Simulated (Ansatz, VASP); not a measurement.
## CaSe: VASP beside Ansatz

File INCAR:

```
SYSTEM = CaSe
PREC = Accurate
ENCUT = 520
EDIFF = 1E-6
ISMEAR = 0
SIGMA = 0.05
LREAL = .FALSE.
LASPH = .TRUE.
NELM = 100
ALGO = Normal
ISIF = 2
LWAVE = .FALSE.
LCHARG = .TRUE.
GGA = PS
LELF = .TRUE.
LVHAR = .TRUE.
NBANDS = 15
```

File KPOINTS:

```
Automatic mesh
0
G
  10 10 10
  0 0 0
```

POSCAR

```
CaSe
1.0
    0.0000000000      2.5823038538      3.8734557806
    2.5823038538      0.0000000000      3.8734557806
    2.5823038538      2.5823038538      0.0000000000
Ca Se
1 1
Direct
    0.0000000000      0.0000000000      0.0000000000
    0.5000000000      0.5000000000      0.5000000000
```

Input for Ansatz:

```yaml
crystal:
  lattice:
    - [0.0, 2.5823038538, 3.8734557806]
    - [2.5823038538, 0.0, 3.8734557806]
    - [2.5823038538, 2.5823038538, 0.0]
  atoms:
    - { symbol: Ca, position: [0.0, 0.0, 0.0] }
    - { symbol: Se, position: [0.5, 0.5, 0.5] }
basis:
  ecutwfc: 420
kpoints:
  mp_grid: { grid: [10, 10, 10] }
hamiltonian:
  xc: pbesol
scf:
  occupations: { method: gaussian, width: 0.05 }
output:
  forces: true
  stress: true
  eigenvalues: true
```

Alike in both runs: task single point; functional PBEsol; k mesh 10 × 10 × 10; occupations gaussian, width 0.05 eV; no spin polarisation.

|  | VASP | Ansatz |
| --- | --- | --- |
| version | VASP 6.6.1 | Ansatz 0.2.0 |
| potentials or method | VASP PAW PBE potentials, release 64 (Ca_sv, Se), cutoff 520 eV | scalar-relativistic, plane waves, PAW |
| valence electrons in the cell | 16 | 26 |

VASP gave:

| Property | Result |
| --- | --- |
| gap on the k mesh at the Fermi level (eV) | 1.20 |
| least direct gap on the mesh (eV) | 1.20 |
| pressure (GPa) | 15.8 |
| traceless stress, the component that is largest in VASP (GPa) | -20.77 |

Estimate Ansatz's values.

gap on the k mesh at the Fermi level (eV): 1.23; least direct gap on the mesh (eV): 1.23; pressure (GPa): 15.5; traceless stress, the component that is largest in VASP (GPa): -20.38.

VASP's potentials were made for PBE, not for PBEsol. VASP's potentials hold 16 valence electrons a cell and Ansatz's 26, so a difference there can come from the potentials and not from the codes.
